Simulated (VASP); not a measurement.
Runs of VASP 6.6.1 on CuO. It takes space group Cc (No. 9, monoclinic). The conventional cell has a = 4.689 Å, b = 3.427 Å, c = 5.132 Å, α = 90.00°, β = 99.65°, γ = 90.00°. Within 2.5 Å of Cu (site symmetry 1) lie 4 O at 1.91 to 2.02 Å. O (site symmetry 1) has 4 Cu at 1.91 to 2.02 Å within 2.5 Å. 

| potentials or basis | spin | fixed moment (μB) | cutoff (eV) | second run | gap on the mesh (eV) | pressure (GPa) | moment (μB) | largest force (eV/Å) |
| --- | --- | --- | --- | --- | --- | --- | --- | --- |
| VASP PAW LDA potentials, release 64 (Cu, O) | collinear, ferromagnetic start | 1.8 | 520 | - | - | (b) | 1.80 | 0.73 |
| VASP PAW LDA potentials, release 64 (Cu, O) | off | - | 520 | - | none | -12.6 | - | 0.73 |
| VASP PAW LDA potentials, release 64 (Cu, O) | collinear, ferromagnetic start | - | 520 | - | none | (a) | 1.98 | 0.73 |
| VASP PAW LDA potentials, release 64 (Cu_sv_GW, O) | off | - | 700 | valence_matched | none | -12.1 | - | 0.74 |
| VASP PAW LDA potentials, release 64 (Cu, O) | collinear, zero start | 0.0 | 520 | - | - | -12.7 | 0.00 | 0.73 |

Alike in all rows: task single point; level LDA+U; Cu d U = 5.0 eV; cell as given; k mesh 7 × 7 × 4; smearing gaussian 0.05 eV.

Estimate the missing entries.

(a) -11.3; (b) -11.5.

Caveats: the total moment is fixed, so each spin has its own Fermi level (some runs); U without spin polarisation on a metal has little footing (some runs).

A gap of «none» marks levels without a gap at the run's occupations.

The runs don't all hold the same shells in valence.
